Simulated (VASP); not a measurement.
# CdS (P6_3mc) in VASP: further runs

The runs below take CdS through single point, with PBE.

Everything below comes from runs of VASP 6.6.1. Logs are shortened: lines on timing, memory, paths and dates and some standing lists are left out, and cuts for length are marked.

### 1 The cell of the first run

The structure is hexagonal, space group P6_3mc (No. 186). The conventional cell has a = 4.052 Å, b = 4.052 Å, c = 6.749 Å, α = 90.00°, β = 90.00°, γ = 120.00°. Cd (site symmetry 3m) has 4 S at 2.46 to 2.60 Å within 3.3 Å. Within 3.3 Å of S (site symmetry 3m) lie 4 Cd at 2.46 to 2.60 Å.

### 2 Single point, PBE (equal xx and yy strain of -2 %)

Contents of INCAR:

```
SYSTEM = CdS
ALGO = Normal
EDIFF = 1E-6
ENCUT = 520
GGA = PE
ISIF = 2
ISMEAR = -1
LASPH = .TRUE.
LCHARG = .TRUE.
LELF = .TRUE.
LREAL = .FALSE.
LVHAR = .TRUE.
LWAVE = .FALSE.
NBANDS = 26
NELM = 100
PREC = Accurate
SIGMA = 0.01
```

Contents of KPOINTS:

```
k-points
0
G
  7 7 4
  0 0 0
```

Contents of POSCAR:

```
CdS
1.0
    4.0521032193      0.0000000000      0.0000000000
   -2.0260516097      3.5092243267      0.0000000000
    0.0000000000      0.0000000000      6.7490000000
Cd S
2 2
Direct
    0.3333333333      0.6666666667      0.0000000000
    0.6666666667      0.3333333333      0.5000000000
    0.3333333333      0.6666666667      0.3850000000
    0.6666666667      0.3333333333      0.8850000000
```

Potentials or basis: VASP PAW PBE potentials, release 64 (Cd, S).

Launch:

```sh
cat potpaw_PBE.64/Cd/POTCAR potpaw_PBE.64/S/POTCAR > POTCAR
mpirun -np 1 vasp_std > vasp.out
```

OUTCAR:

```text
SYSTEM = CdS
   EDIFF = 1E-6
   ENCUT = 520
   GGA = PE
   ISIF = 2
   ISMEAR = -1
   LASPH = .TRUE.
   LREAL = .FALSE.
   NELM = 100
   PREC = Accurate

 ion  position               nearest neighbor table
   1  0.333  0.667  0.000-   4 2.46   4 2.46   4 2.46   3 2.60
   2  0.667  0.333  0.500-   3 2.46   3 2.46   3 2.46   4 2.60
   3  0.333  0.667  0.385-   2 2.46   2 2.46   2 2.46   1 2.60
   4  0.667  0.333  0.885-   1 2.46   1 2.46   1 2.46   2 2.60

  LATTYP: Found a hexagonal cell.
 ALAT       =     4.0521032193
 C/A-ratio  =     1.6655548081

  Lattice vectors:

 A1 = (   4.0521032193,   0.0000000000,   0.0000000000)
 A2 = (  -2.0260516097,   3.5092243267,   0.0000000000)
 A3 = (   0.0000000000,   0.0000000000,   6.7490000000)

Analysis of symmetry for initial positions (statically):
=====================================================================
 Subroutine PRICEL returns:
 Original cell was already a primitive cell.

 Routine SETGRP: Setting up the symmetry group for a
 hexagonal supercell.

 Subroutine GETGRP returns: Found 12 space group operations
 (whereof  6 operations were pure point group operations)
 out of a pool of 24 trial point group operations.

The static configuration has the point symmetry C_3v.
 The point group associated with its full space group is C_6v.

Analysis of symmetry for dynamics (positions and initial velocities):
=====================================================================
 Subroutine PRICEL returns:
 Original cell was already a primitive cell.

 Routine SETGRP: Setting up the symmetry group for a
 hexagonal supercell.

 Subroutine GETGRP returns: Found 12 space group operations
 (whereof  6 operations were pure point group operations)
 out of a pool of 24 trial point group operations.

The dynamic configuration has the point symmetry C_3v.
 The point group associated with its full space group is C_6v.

 Subroutine INISYM returns: Found 12 space group operations
 (whereof  6 operations are pure point group operations),
 and found     1 'primitive' translations

----------------------------------------------------------------------------------------

                                     Primitive cell

  volume of cell :      95.9690

  direct lattice vectors                    reciprocal lattice vectors
     4.052103219  0.000000000  0.000000000     0.246785421  0.142481629  0.000000000
    -2.026051610  3.509224327  0.000000000     0.000000000  0.284963259  0.000000000
     0.000000000  0.000000000  6.749000000     0.000000000  0.000000000  0.148170099

  length of vectors
     4.052103219  4.052103219  6.749000000     0.284963259  0.284963259  0.148170099

  position of ions in fractional coordinates (direct lattice)
     0.333333333  0.666666667  0.000000000
     0.666666667  0.333333333  0.500000000
     0.333333333  0.666666667  0.385000000
     0.666666667  0.333333333  0.885000000

  ion indices of the primitive-cell ions
   primitive index   ion index
                 1           1
                 2           2
                 3           3
                 4           4

----------------------------------------------------------------------------------------

 KPOINTS: k-points

Automatic generation of k-mesh.
 Grid dimensions read from file:
 generate k-points for:    7    7    4

 Generating k-lattice:

  Cartesian coordinates                     Fractional coordinates (reciprocal lattice)
     0.035255060  0.020354518  0.000000000     0.142857143  0.000000000  0.000000000
     0.000000000  0.040709037  0.000000000     0.000000000  0.142857143  0.000000000
     0.000000000  0.000000000  0.037042525     0.000000000  0.000000000  0.250000000

  Length of vectors
     0.040709037  0.040709037  0.037042525

  Shift w.r.t. Gamma in fractional coordinates (k-lattice)
     0.000000000  0.000000000  0.000000000

 Subroutine IBZKPT returns following result:
 ===========================================

 Found     24 irreducible k-points:

 Following reciprocal coordinates:
            Coordinates               Weight
  0.000000  0.000000  0.000000      1.000000
  0.142857 -0.000000  0.000000      6.000000
  0.285714  0.000000  0.000000      6.000000
  0.428571 -0.000000  0.000000      6.000000
  0.142857  0.142857  0.000000      6.000000
  0.285714  0.142857  0.000000     12.000000
[... 16 lines left out ...]
  0.428571  0.142857  0.500000      6.000000
  0.285714  0.285714  0.500000      6.000000
   k-points           NKPTS =     24   k-points in BZ     NKDIM =     24   number of bands    NBANDS=     26
   number of dos      NEDOS =    301   number of ions     NIONS =      4
   total plane-waves  NPLWV =  45000
   dimension x,y,z NGX =    30 NGY =   30 NGZ =   50
   dimension x,y,z NGXF=    60 NGYF=   60 NGZF=  100
   ions per type =               2   2
   NGX,Y,Z   is equivalent  to a cutoff of  12.31, 12.31, 12.32 a.u.
   NGXF,Y,Z  is equivalent  to a cutoff of  24.62, 24.62, 24.63 a.u.
 SYSTEM =  CdS
   PREC   = accura    normal or accurate (medium, high low for compatibility)
   ISTART =      0    job   : 0-new  1-cont  2-samecut
   ICHARG =      2    charge: 1-file 2-atom 10-const
   ISPIN  =      1    spin polarized calculation?
   LNONCOLLINEAR =      F non collinear calculations
   LSORBIT =      F    spin-orbit coupling
   LASPH  =      T    aspherical Exc in radial PAW
   ENCUT  =  520.0 eV  38.22 Ry    6.18 a.u.   7.53  7.53 12.55*2*pi/ulx,y,z
   NELM   =    100;   NELMIN=  2; NELMDL= -5     # of ELM steps
   EDIFF  = 0.1E-05   stopping-criterion for ELM
   LREAL  =      F    real-space projection
   EDIFFG = 0.1E-04   stopping-criterion for IOM
   NSW    =      0    number of steps for IOM
   IBRION =     -1    ionic relax: 0-MD 1-quasi-New 2-CG
   NFREE  =      0    steps in history (QN), initial steepest desc. (CG)
   ISIF   =      2    stress and relaxation
   ISYM   =      2    0-nonsym 1-usesym 2-fastsym
   POTIM  = 0.5000    time-step for ionic-motion
   TEBEG  =    0.0;   TEEND  =   0.0 temperature during run
   PSTRESS=    0.0 pullay stress
   NELECT =      36.0000    total number of electrons
   NUPDOWN=      -1.0000    fix difference up-down
   EMIN   =  10.00;   EMAX   =-10.00  energy-range for DOS
   EFERMI =   0.00;   METHOD = LEGACY
   ISMEAR =    -1;   SIGMA  =   0.01  broadening in eV -4-tet -1-fermi 0-gaus
   EFERMI_NEDOS =   21; number of points for ismear=-14 and -15
   IALGO  =     38    algorithm
   IMIX   =      4    mixing-type and parameters
     AMIX     =   0.40;   BMIX     =  1.00
     AMIX_MAG =   1.60;   BMIX_MAG =  1.00
  volume/ion in A,a.u.               =      23.99       161.91
  Fermi-wavevector in a.u.,A,eV,Ry     =   1.180679  2.231161 18.966573  1.394004
  Thomas-Fermi vector in A             =   2.316967
   LORBIT       =      0    0 simple, 1 ext, 2 COOP (PROOUT), +10 PAW based schemes
   GGA     = PE    functional components
[... 5 lines left out ...]
 non-spin polarized calculation
  energy-cutoff  :      520.00
  volume of cell :       95.97
 maximum number of plane-waves:      2607
 NGX is ok and might be reduce to    30
   NGX = 15   NGY = 15   NGZ = 25

 number of electron      36.0000013 magnetization

 Free energy of the ion-electron system (eV)
  ---------------------------------------------------
  ext. energy  EPLUGINS =         0.00000000
  ---------------------------------------------------
  free energy    TOTEN  =       -12.10222443 eV

  energy without entropy =      -12.10222443  energy(sigma->0) =      -12.10222443

 E-fermi :   1.8722     XC(G=0):  -9.2992

 val. band max:        1.6293054838   @ k =   0.0000   0.0000   0.0000
 cond. band min:       2.9240880093   @ k =   0.0000   0.0000   0.0000
 fundamental gap:      1.2947825255
 Fermi energy:         1.8722407493

 k-point     1 :       0.0000    0.0000    0.0000
  band No.  band energies     occupation
      1     -10.9949      2.00000
      2     -10.5676      2.00000
      3      -6.2753      2.00000
      4      -6.2753      2.00000
      5      -6.2047      2.00000
      6      -6.2047      2.00000
[... 18 lines left out ...]
     25       9.2103      0.00000
     26       9.2804      0.00000

 k-point     2 :       0.1429   -0.0000    0.0000
  band No.  band energies     occupation
      1     -10.9151      2.00000
      2     -10.5276      2.00000
      3      -6.2361      2.00000
      4      -6.2314      2.00000
      5      -6.1637      2.00000
      6      -6.1554      2.00000
[... 18 lines left out ...]
     25       9.1085      0.00000
     26       9.6870      0.00000

 k-point     3 :       0.2857    0.0000    0.0000
  band No.  band energies     occupation
      1     -10.7266      2.00000
      2     -10.4459      2.00000
      3      -6.1582      2.00000
      4      -6.1442      2.00000
      5      -6.0425      2.00000
      6      -6.0050      2.00000
[... 18 lines left out ...]
     25       9.8395      0.00000
     26      10.1393      0.00000

 k-point     4 :       0.4286   -0.0000    0.0000
  band No.  band energies     occupation
      1     -10.5574      2.00000
      2     -10.3988      2.00000
      3      -6.1169      2.00000
      4      -6.1123      2.00000
      5      -5.9537      2.00000
      6      -5.8880      2.00000
[... 18 lines left out ...]
     25      10.0046      0.00000
     26      11.5832      0.00000
[... 496 lines left out ...]
      1     -10.4939      2.00000
      2     -10.4939      2.00000
      3      -6.0702      2.00000
      4      -6.0702      2.00000
      5      -6.0296      2.00000
      6      -6.0296      2.00000
[... 18 lines left out ...]
     25       9.9385      0.00000
     26       9.9385      0.00000

 k-point    23 :       0.4286    0.1429    0.5000
  band No.  band energies     occupation
      1     -10.4396      2.00000
      2     -10.4396      2.00000
      3      -6.0440      2.00000
      4      -6.0440      2.00000
      5      -6.0203      2.00000
      6      -6.0203      2.00000
[... 18 lines left out ...]
     25      10.5278      0.00000
     26      10.5278      0.00000

 k-point    24 :       0.2857    0.2857    0.5000
  band No.  band energies     occupation
      1     -10.4274      2.00000
      2     -10.4274      2.00000
      3      -6.0337      2.00000
      4      -6.0337      2.00000
      5      -5.9915      2.00000
      6      -5.9915      2.00000
[... 18 lines left out ...]
     25      10.3940      0.00000
     26      10.3940      0.00000

------------------------ aborting loop because EDIFF is reached ----------------------------------------

  FORCE on cell =-STRESS in cart. coord.  units (eV):
  Direction    XX          YY          ZZ          XY          YZ          ZX
  --------------------------------------------------------------------------------------
  -------------------------------------------------------------------------------------
  Total        4.6374174      4.6374174      1.5310474     -0.0000000      0.0000000      0.0000000
  in kB       77.4204536     77.4204536     25.5604304     -0.0000000      0.0000000      0.0000000
  external PRESSURE =      60.1337792 kB  Pullay stress =       0.0000000 kB

 VOLUME and BASIS-vectors are now :
 -----------------------------------------------------------------------------
  energy-cutoff  :      520.00
  volume of cell :       95.97
      direct lattice vectors                 reciprocal lattice vectors
     4.052103219  0.000000000  0.000000000     0.246785421  0.142481629  0.000000000
    -2.026051610  3.509224327  0.000000000     0.000000000  0.284963259  0.000000000
     0.000000000  0.000000000  6.749000000     0.000000000  0.000000000  0.148170099

 POSITION                                       TOTAL-FORCE (eV/Angst)
 -----------------------------------------------------------------------------------
     -0.00000      2.33948      0.00000        -0.000000      0.000000      0.467826
      2.02605      1.16974      3.37450        -0.000000     -0.000000      0.467826
     -0.00000      2.33948      2.59836         0.000000     -0.000000     -0.467826
      2.02605      1.16974      5.97286         0.000000     -0.000000     -0.467826
 -----------------------------------------------------------------------------------
    total drift:                               -0.000000     -0.000000     -0.000046

  FREE ENERGIE OF THE ION-ELECTRON SYSTEM (eV)
  ---------------------------------------------------
  free  energy   TOTEN  =       -12.1022244277 eV

  energy  without entropy=      -12.1022244277  energy(sigma->0) =      -12.10222443
```

It took 26 s on 1 thread of Intel Xeon 6975P-C (Granite Rapids), shared host; peak memory 0.21 GiB.

Results:

| Item | Value |
| --- | --- |
| Free energy | -12.1022 eV |
| Pressure | 6.0 GPa |
| Largest force | 0.468 eV/Å |
| Band gap on the k mesh | 1.29 eV, direct |

Forces on the atoms (eV/Å):
```
Cd   0.000  0.000  0.468
Cd   0.000  0.000  0.468
S    0.000  0.000 -0.468
S    0.000  0.000 -0.468
```

Stress tensor (GPa, compression positive):
```
7.74 0.00 0.00
0.00 7.74 0.00
0.00 0.00 2.56
```

Caveat: the cell differs from its parent crystal (equal xx and yy strain of -2 %).

### 3 Single point, PBE (equal xx and yy strain of +1 %)

Contents of INCAR:

```
PREC = Accurate
ENCUT = 520
EDIFF = 1E-6
ISMEAR = -1
SIGMA = 0.01
LREAL = F
LASPH = T
NELM = 100
ALGO = Normal
ISIF = 2
LWAVE = F
LCHARG = F
GGA = PE
NBANDS = 26
```

Contents of KPOINTS:

```
regular mesh
0
Gamma
  7 7 4
```

POSCAR: that of step 2 with these lines changed.

```diff
@@ -2,4 +2,4 @@
 1.0
-    4.0521032193      0.0000000000      0.0000000000
-   -2.0260516097      3.5092243267      0.0000000000
+    4.1761471954      0.0000000000      0.0000000000
+   -2.0880735977      3.6166495612      0.0000000000
     0.0000000000      0.0000000000      6.7490000000
```

Potentials or basis: VASP PAW PBE potentials, release 64 (Cd, S).

Launch:

```sh
cat potpaw_PBE.64/Cd/POTCAR potpaw_PBE.64/S/POTCAR > POTCAR
mpirun -np 1 vasp_std > vasp.out
```

Run time: 23 s. Hardware: 1 thread of Intel Xeon 6975P-C (Granite Rapids), shared host; peak memory 0.23 GiB.

Results (log left out):

* Free energy: -12.2765 eV
* Pressure: 1.6 GPa
* Largest force: 0.190 eV/Å
* Band gap on the k mesh: 1.19 eV, direct

Forces in eV/Å, atoms in the order of the input:
```
Cd   0.000  0.000  0.190
Cd   0.000  0.000  0.190
S    0.000  0.000 -0.190
S    0.000  0.000 -0.190
```

Stress tensor (GPa, compression positive):
```
1.94 0.00 0.00
0.00 1.94 0.00
0.00 0.00 0.79
```

Levels at points of the mesh, in eV from the valence-band top:
```csv
k point,band 15,band 16,band 17,band 18,band 19,band 20,band 21,band 22
"(0.00, 0.00, 0.00)",-0.69,-0.01,0.00,0.00,1.19,2.66,6.46,6.46
"(0.00, 0.00, 0.50)",-0.36,-0.36,-0.36,-0.36,2.78,2.78,6.16,6.16
```

Caveat: the cell differs from its parent crystal (equal xx and yy strain of +1 %).
